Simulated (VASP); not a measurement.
# Y (Pm-3m) in VASP: notebook

Runs on Y. Level: PBE. Tasks: single point, relaxation of cell and atoms.

Program: VASP 6.6.1. These are calculated values, not measurements. Logs are shortened: lines on timing, memory, paths and dates and some standing lists are left out, and cuts for length are marked.

**1. The cell of the first run**

The structure is cubic, space group Pm-3m (No. 221). The conventional cell has a = 3.255 Å, b = 3.255 Å, c = 3.255 Å, α = 90.00°, β = 90.00°, γ = 90.00°. Y (site symmetry m-3m) has 6 Y at 3.26 Å within 4.3 Å.

This isn't the form of Y at room conditions, which is hcp.

**2. Single point, PBE**

Input file INCAR:

```
PREC     = Accurate       # precision mode
ENCUT    = 520            # plane-wave cutoff, eV
EDIFF    = 1E-6           # SCF threshold, eV
ISMEAR   = -1             # smearing method
SIGMA    = 0.05           # smearing width, eV
LREAL    = False          # projectors in reciprocal space
LASPH    = True           # aspherical terms in the spheres
NELM     = 100            # most SCF steps
ALGO     = Normal         # electronic algorithm
ISIF     = 2              # what is computed and relaxed
LWAVE    = False          # write WAVECAR
LCHARG   = False          # write CHGCAR
GGA      = PE             # functional
NBANDS   = 12             # bands
```

Input file KPOINTS:

```
Automatic mesh
0
Gamma
  8 8 8
```

Input file POSCAR:

```
Y
1.0
    3.2550119251      0.0000000000      0.0000000000
    0.0000000000      3.2550119251      0.0000000000
    0.0000000000      0.0000000000      3.2550119251
Y
1
Direct
    0.0000000000      0.0000000000      0.0000000000
```

Potentials or basis: VASP PAW PBE potentials, release 64 (Y_sv).

Command:

```console
cat potpaw_PBE.64/Y_sv/POTCAR > POTCAR
mpirun -np 1 vasp_std > vasp.out
```

OUTCAR:

```text
PREC = Accurate
   ENCUT = 520
   EDIFF = 1E-6
   ISMEAR = -1
   LREAL = False
   LASPH = True
   NELM = 100
   ISIF = 2
   GGA = PE

 ion  position               nearest neighbor table
   1  0.000  0.000  0.000-

  LATTYP: Found a simple cubic cell.
 ALAT       =     3.2550119251

  Lattice vectors:

 A1 = (   3.2550119251,   0.0000000000,   0.0000000000)
 A2 = (   0.0000000000,   3.2550119251,   0.0000000000)
 A3 = (   0.0000000000,   0.0000000000,   3.2550119251)

Analysis of symmetry for initial positions (statically):
=====================================================================
 Subroutine PRICEL returns:
 Original cell was already a primitive cell.

 Routine SETGRP: Setting up the symmetry group for a
 simple cubic supercell.

 Subroutine GETGRP returns: Found 48 space group operations
 (whereof 48 operations were pure point group operations)
 out of a pool of 48 trial point group operations.

The static configuration has the point symmetry O_h .

Analysis of symmetry for dynamics (positions and initial velocities):
=====================================================================
 Subroutine PRICEL returns:
 Original cell was already a primitive cell.

 Routine SETGRP: Setting up the symmetry group for a
 simple cubic supercell.

 Subroutine GETGRP returns: Found 48 space group operations
 (whereof 48 operations were pure point group operations)
 out of a pool of 48 trial point group operations.

The dynamic configuration has the point symmetry O_h .

 Subroutine INISYM returns: Found 48 space group operations
 (whereof 48 operations are pure point group operations),
 and found     1 'primitive' translations

----------------------------------------------------------------------------------------

                                     Primitive cell

  volume of cell :      34.4872

  direct lattice vectors                    reciprocal lattice vectors
     3.255011925  0.000000000  0.000000000     0.307218537  0.000000000  0.000000000
     0.000000000  3.255011925  0.000000000     0.000000000  0.307218537  0.000000000
     0.000000000  0.000000000  3.255011925     0.000000000  0.000000000  0.307218537

  length of vectors
     3.255011925  3.255011925  3.255011925     0.307218537  0.307218537  0.307218537

  position of ions in fractional coordinates (direct lattice)
     0.000000000  0.000000000  0.000000000

  ion indices of the primitive-cell ions
   primitive index   ion index
                 1           1

----------------------------------------------------------------------------------------

 KPOINTS: Automatic mesh

Automatic generation of k-mesh.
 Grid dimensions read from file:
 generate k-points for:    8    8    8

 Generating k-lattice:

  Cartesian coordinates                     Fractional coordinates (reciprocal lattice)
     0.038402317  0.000000000  0.000000000     0.125000000  0.000000000  0.000000000
     0.000000000  0.038402317  0.000000000     0.000000000  0.125000000  0.000000000
     0.000000000  0.000000000  0.038402317     0.000000000  0.000000000  0.125000000

  Length of vectors
     0.038402317  0.038402317  0.038402317

  Shift w.r.t. Gamma in fractional coordinates (k-lattice)
     0.000000000  0.000000000  0.000000000

 Subroutine IBZKPT returns following result:
 ===========================================

 Found     35 irreducible k-points:

 Following reciprocal coordinates:
            Coordinates               Weight
  0.000000  0.000000  0.000000      1.000000
  0.125000  0.000000  0.000000      6.000000
  0.250000  0.000000  0.000000      6.000000
  0.375000  0.000000  0.000000      6.000000
  0.500000  0.000000  0.000000      3.000000
  0.125000  0.125000  0.000000     12.000000
[... 16 lines left out ...]
  0.375000  0.375000  0.125000     24.000000
  0.500000  0.375000  0.125000     24.000000
 [... further k-points ...]
   k-points           NKPTS =     35   k-points in BZ     NKDIM =     35   number of bands    NBANDS=     12
   number of dos      NEDOS =    301   number of ions     NIONS =      1
   total plane-waves  NPLWV =  13824
   dimension x,y,z NGX =    24 NGY =   24 NGZ =   24
   dimension x,y,z NGXF=    48 NGYF=   48 NGZF=   48
   ions per type =               1
   NGX,Y,Z   is equivalent  to a cutoff of  12.26, 12.26, 12.26 a.u.
   NGXF,Y,Z  is equivalent  to a cutoff of  24.52, 24.52, 24.52 a.u.
 SYSTEM =  unknown system
   PREC   = accura    normal or accurate (medium, high low for compatibility)
   ISTART =      0    job   : 0-new  1-cont  2-samecut
   ICHARG =      2    charge: 1-file 2-atom 10-const
   ISPIN  =      1    spin polarized calculation?
   LNONCOLLINEAR =      F non collinear calculations
   LSORBIT =      F    spin-orbit coupling
   LASPH  =      T    aspherical Exc in radial PAW
   ENCUT  =  520.0 eV  38.22 Ry    6.18 a.u.   6.05  6.05  6.05*2*pi/ulx,y,z
   NELM   =    100;   NELMIN=  2; NELMDL= -5     # of ELM steps
   EDIFF  = 0.1E-05   stopping-criterion for ELM
   LREAL  =      F    real-space projection
   EDIFFG = 0.1E-04   stopping-criterion for IOM
   NSW    =      0    number of steps for IOM
   IBRION =     -1    ionic relax: 0-MD 1-quasi-New 2-CG
   NFREE  =      0    steps in history (QN), initial steepest desc. (CG)
   ISIF   =      2    stress and relaxation
   ISYM   =      2    0-nonsym 1-usesym 2-fastsym
   POTIM  = 0.5000    time-step for ionic-motion
   TEBEG  =    0.0;   TEEND  =   0.0 temperature during run
   PSTRESS=    0.0 pullay stress
   NELECT =      11.0000    total number of electrons
   NUPDOWN=      -1.0000    fix difference up-down
   EMIN   =  10.00;   EMAX   =-10.00  energy-range for DOS
   EFERMI =   0.00;   METHOD = LEGACY
   ISMEAR =    -1;   SIGMA  =   0.05  broadening in eV -4-tet -1-fermi 0-gaus
   EFERMI_NEDOS =   21; number of points for ismear=-14 and -15
   IALGO  =     38    algorithm
   IMIX   =      4    mixing-type and parameters
     AMIX     =   0.40;   BMIX     =  1.00
     AMIX_MAG =   1.60;   BMIX_MAG =  1.00
  volume/ion in A,a.u.               =      34.49       232.73
  Fermi-wavevector in a.u.,A,eV,Ry     =   1.118544  2.113742 17.022808  1.251141
  Thomas-Fermi vector in A             =   2.255176
   LORBIT       =      0    0 simple, 1 ext, 2 COOP (PROOUT), +10 PAW based schemes
   GGA     = PE    functional components
   LHFCALC =     F    Hartree Fock is set to
   AEXX    =    0.0000 exact exchange contribution
   IVDW    =     0    specifies the selected vdW correction
   LEPSILON=     F    determine dielectric tensor
   LRPA    =     F    only Hartree local field effects (RPA)
 non-spin polarized calculation
  energy-cutoff  :      520.00
  volume of cell :       34.49
 maximum number of plane-waves:       952
   NGX = 13   NGY = 13   NGZ = 13

 number of electron      10.9999998 magnetization

 Free energy of the ion-electron system (eV)
  ---------------------------------------------------
  ext. energy  EPLUGINS =         0.00000000
  ---------------------------------------------------
  free energy    TOTEN  =        -5.65078282 eV

  energy without entropy =       -5.63133693  energy(sigma->0) =       -5.64105987

 E-fermi :   2.7846     XC(G=0):  -9.1853

 val. band max:        2.7652225679   @ k =   0.5000   0.0000   0.0000
 cond. band min:       2.7901058898   @ k =   0.2500   0.2500   0.0000
 fundamental gap:      0.0248833218
 Fermi energy:         2.7845928645

 k-point     1 :       0.0000    0.0000    0.0000
  band No.  band energies     occupation
      1     -40.2179      2.00000
      2     -19.8563      2.00000
      3     -19.8563      2.00000
      4     -19.8563      2.00000
      5      -1.7223      2.00000
      6       2.1516      1.99999
      7       2.1516      1.99999
      8       8.0046      0.00000
      9       8.0046      0.00000
     10       8.0046      0.00000
     11      12.9327      0.00000
     12      12.9327      0.00000

 k-point     2 :       0.1250    0.0000    0.0000
  band No.  band energies     occupation
      1     -40.2079      2.00000
      2     -19.9674      2.00000
      3     -19.8469      2.00000
      4     -19.8469      2.00000
      5      -1.4213      2.00000
      6       2.2431      1.99996
      7       2.4091      1.99891
      8       7.4673      0.00000
      9       7.4673      0.00000
     10       8.0409      0.00000
     11      11.6786      0.00000
     12      13.6284      0.00000

 k-point     3 :       0.2500    0.0000    0.0000
  band No.  band energies     occupation
      1     -40.1835      2.00000
      2     -20.2266      2.00000
      3     -19.8242      2.00000
      4     -19.8242      2.00000
      5      -0.6357      2.00000
      6       2.4794      1.99554
      7       2.9606      0.05753
      8       6.5114      0.00000
      9       6.5114      0.00000
     10       8.1307      0.00000
     11      10.1326      0.00000
     12      14.6606      0.00000
[... 286 lines left out ...]
 k-point    23 :       0.3750    0.3750    0.1250
  band No.  band energies     occupation
      1     -40.0921      2.00000
      2     -20.3843      2.00000
      3     -20.3739      2.00000
      4     -19.8500      2.00000
      5       1.3675      2.00000
      6       2.9738      0.04442
      7       4.6454      0.00000
      8       4.8313      0.00000
      9       6.6270      0.00000
     10       6.7383      0.00000
     11      10.6996      0.00000
     12      12.4833      0.00000

 k-point    24 :       0.5000    0.3750    0.1250
  band No.  band energies     occupation
      1     -40.0822      2.00000
      2     -20.4741      2.00000
      3     -20.3650      2.00000
      4     -19.8402      2.00000
      5       1.2808      2.00000
      6       3.1618      0.00106
      7       4.5288      0.00000
      8       4.8083      0.00000
      9       6.7640      0.00000
     10       7.6592      0.00000
     11      10.0871      0.00000
     12      12.8018      0.00000

 [... further k-points ...]

------------------------ aborting loop because EDIFF is reached ----------------------------------------

  FORCE on cell =-STRESS in cart. coord.  units (eV):
  Direction    XX          YY          ZZ          XY          YZ          ZX
  --------------------------------------------------------------------------------------
  -------------------------------------------------------------------------------------
  Total       -0.0031381     -0.0031381     -0.0031381      0.0000000      0.0000000      0.0000000
  in kB       -0.1457875     -0.1457875     -0.1457875      0.0000000      0.0000000      0.0000000
  external PRESSURE =      -0.1457875 kB  Pullay stress =       0.0000000 kB

 VOLUME and BASIS-vectors are now :
 -----------------------------------------------------------------------------
  energy-cutoff  :      520.00
  volume of cell :       34.49
      direct lattice vectors                 reciprocal lattice vectors
     3.255011925  0.000000000  0.000000000     0.307218537  0.000000000  0.000000000
     0.000000000  3.255011925  0.000000000     0.000000000  0.307218537  0.000000000
     0.000000000  0.000000000  3.255011925     0.000000000  0.000000000  0.307218537

 POSITION                                       TOTAL-FORCE (eV/Angst)
 -----------------------------------------------------------------------------------
      0.00000      0.00000      0.00000         0.000000      0.000000      0.000000
 -----------------------------------------------------------------------------------
    total drift:                               -0.000000     -0.000000     -0.000000

  FREE ENERGIE OF THE ION-ELECTRON SYSTEM (eV)
  ---------------------------------------------------
  free  energy   TOTEN  =        -5.6507828185 eV

  energy  without entropy=       -5.6313369261  energy(sigma->0) =       -5.64105987
```

Wall time 20 s (1 thread of AMD EPYC 7R13, shared host); peak memory 0.12 GiB.

Results:

* Free energy: -5.6508 eV
* Pressure: 0.0 GPa
* Band gap on the k mesh: zero (an odd number of electrons rules out a gap without spin polarisation)

(Part 1 of 2 ends here.)
